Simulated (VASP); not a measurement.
Here is a VASP 6.6.1 calculation.

Contents of INCAR:

```
PREC     = Accurate       # precision mode
ENCUT    = 520            # plane-wave cutoff, eV
EDIFF    = 1E-6           # SCF threshold, eV
ISMEAR   = 0              # smearing method
SIGMA    = 0.01           # smearing width, eV
LREAL    = F              # projectors in reciprocal space
LASPH    = T              # aspherical terms in the spheres
NELM     = 80             # most SCF steps
ALGO     = Normal         # electronic algorithm
ISIF     = 2              # what is computed and relaxed
LWAVE    = F              # write WAVECAR
LCHARG   = F              # write CHGCAR
GGA      = CA             # functional
NBANDS   = 26             # bands
```

The input KPOINTS:

```
regular mesh
0
Gamma
  8 8 4
```

File POSCAR:

```
ZnO
1.0
    3.1618046286      0.0000000000      0.0000000000
   -1.5809023143      2.7382031301      0.0000000000
    0.0000000000      0.0000000000      5.1129988516
Zn O
2 2
Direct
    0.3333333333      0.6666666667      0.5003524306
    0.6666666667      0.3333333333      0.0003524306
    0.6666666667      0.3333333333      0.3786575694
    0.3333333333      0.6666666667      0.8786575694
```

Potentials or basis: VASP PAW LDA potentials, release 64 (Zn, O).

Command:

```bash
$ cat potpaw_LDA.64/Zn/POTCAR potpaw_LDA.64/O/POTCAR > POTCAR
$ mpirun -np 1 vasp_std > vasp.out
```

(1) Estimate the pressure.

(2) What does it give for the band gap on the k mesh?

Results:

(1) 5.4 GPa.

(2) 0.85 eV, direct.
